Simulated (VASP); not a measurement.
Set up this calculation in VASP 6.6.1, as the native input.

```
Task                   : single point
Functional             : PBEsol
Potentials or basis    : VASP PAW PBE potentials, release 64 (Na_pv)
Cutoff                 : 520 eV
k mesh                 : 7 × 7 × 7
Occupations            : fermi-dirac, width 0.05 eV
Spin                   : no spin polarisation
Dipole correction      : no
Further INCAR settings : ALGO = Normal; EDIFF = 1e-06; NBANDS = 10
```

The structure of Na lies in POSCAR:

```
Na
1.0
   -2.0846888819      2.0846888819      2.0846888819
    2.0846888819     -2.0846888819      2.0846888819
    2.0846888819      2.0846888819     -2.0846888819
Na
1
Direct
    0.0000000000      0.0000000000      0.0000000000
```

One way to write it, as run:

INCAR

```
SYSTEM = Na
  ALGO = Normal
  EDIFF = 1E-6
  ENCUT = 520
  GGA = PS
  ISIF = 2
  ISMEAR = -1
  LASPH = .TRUE.
  LCHARG = .FALSE.
  LREAL = .FALSE.
  LWAVE = .FALSE.
  NBANDS = 10
  NELM = 100
  PREC = Accurate
  SIGMA = 0.05
```

KPOINTS

```
k-points
0
G
  7 7 7
  0 0 0
```

Potentials or basis: VASP PAW PBE potentials, release 64 (Na_pv).

Run with:

```bash
$ cat potpaw_PBE.64/Na_pv/POTCAR > POTCAR
$ mpirun -np 1 vasp_std > vasp.out
```

Results of the run:

```json
{
  "Pressure": "0.0 GPa",
  "Band gap on the k mesh": "zero (an odd number of electrons rules out a gap without spin polarisation)"
}
```

Caveat: the PAW data sets were made with another functional, which shifts forces and pressure a little.

Wall time 7.1 s on 1 thread of AMD EPYC 7R13, on a shared host, peak memory 0.12 GiB.
